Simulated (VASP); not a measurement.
Runs of VASP 6.6.1 on Al. The structure is that of space group Fd-3m (No. 227), or close to it. The cells are those of the table. 

| task | cell | cutoff (eV) | gap on the mesh (eV) | pressure (GPa) |
| --- | --- | --- | --- | --- |
| relaxation of cell and atoms | relaxed to 20 GPa from a = 3.939 Å, angles 60.0°, 2 atoms | 600 | none | 19.9 |
| single point | a = 3.855 Å, angles 60.0°, 2 atoms | 520 | none | 20.2 |
| relaxation of cell and atoms | relaxed from a = 3.939 Å, angles 60.0°, 2 atoms | 600 | none | 0.0 |
| single point | a = 4.239 Å, angles 60.0°, 2 atoms | 520 | none | 0.0 |
| relaxation of cell and atoms | relaxed to 10 GPa from a = 3.939 Å, angles 60.0°, 2 atoms | 600 | none | 10.0 |
| relaxation of cell and atoms | relaxed to 5 GPa from a = 3.939 Å, angles 60.0°, 2 atoms | 600 | none | 5.0 |
| single point | a = 4.097 Å, angles 60.0°, 2 atoms | 520 | none | (a) |
| single point | a = 3.997 Å, angles 60.0°, 2 atoms | 520 | none | 10.1 |

Alike in all rows: level PBEsol; potentials or basis VASP PAW PBE potentials, release 64 (Al); no spin polarisation; k mesh 14 × 14 × 14; smearing fermi-dirac 0.05 eV.

Q: Estimate the missing entries.

A: (a) 5.1.

Caveats: the PAW data sets were made with another functional, which shifts forces and pressure a little; the cell is relaxed towards a set pressure, so the enthalpy falls and the energy may rise (some runs).

A gap of «none» marks levels without a gap at the run's occupations.
